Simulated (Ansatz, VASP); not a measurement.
# K3LaTe2O9 in VASP and in Ansatz

```xyz
30
Lattice="6.0589 0.0000 0.0000 -3.0295 5.2472 0.0000 0.0000 0.0000 15.0240" Properties=species:S:1:pos:R:3 pbc="T T T"
K     0.0000    0.0000   11.2680
K     0.0000    0.0000    3.7560
K     0.0000    3.4981    9.2632
K     3.0295    1.7491    1.7512
K     0.0000    3.4981   13.2728
K     3.0295    1.7491    5.7608
La    0.0000    0.0000    7.5120
La    0.0000    0.0000    0.0000
Te    3.0295    1.7491    9.8547
Te    0.0000    3.4981    2.3427
Te    3.0295    1.7491   12.6813
Te    0.0000    3.4981    5.1693
O     4.2752    2.4683   11.2680
O     0.0000    4.9365    3.7560
O     1.7837    2.4683   11.2680
O    -1.2457    2.7789    3.7560
O     3.0295    0.3106   11.2680
O     1.2457    2.7789    3.7560
O     1.6304    0.9413    8.9318
O     0.0000    1.8827    1.4198
O     4.4285    0.9413    8.9318
O     1.3990    4.3058    1.4198
O     3.0295    3.3645    8.9318
O    -1.3990    4.3058    1.4198
O     3.0295    3.3645   13.6042
O     1.3990    4.3058    6.0922
O     4.4285    0.9413   13.6042
O     0.0000    1.8827    6.0922
O     1.6304    0.9413   13.6042
O    -1.3990    4.3058    6.0922
```

Alike in both runs: task electric field gradients; functional PBE; k mesh 4 × 4 × 2; occupations fermi-dirac, width 0.02 eV; no spin polarisation.

|  | VASP | Ansatz |
| --- | --- | --- |
| version | VASP 6.6.1 | Ansatz 0.2.0 |
| potentials or method | VASP PAW PBE potentials, release 64 (K_sv, La, Te, O) | plane-wave PAW, scalar-relativistic |
| plane-wave cutoff (eV) | 520 | 420 |
| valence electrons in the cell | 208 | 248 |

VASP gave:

* gap on the k mesh at the Fermi level (eV): 3.06
* pressure (GPa): 5.6
* traceless stress, the component that is largest in VASP (GPa): -0.09
* rms of the force components (eV/Å): 0.386
* size of Vzz on the site where it differs most (V/Å²): 25.4

Question: What did Ansatz give for the same quantities?

Answer: gap on the k mesh at the Fermi level (eV): 3.09; pressure (GPa): 5.6; traceless stress, the component that is largest in VASP (GPa): 0.02; rms of the force components (eV/Å): 0.363; size of Vzz on the site where it differs most (V/Å²): 32.0.

Atom by atom the forces differ by 0.043 eV/Å (rms over components). VASP's potentials hold 208 valence electrons a cell and Ansatz's 248, so a difference there can come from the potentials and not from the codes.

Neither program's run includes spin-orbit coupling.
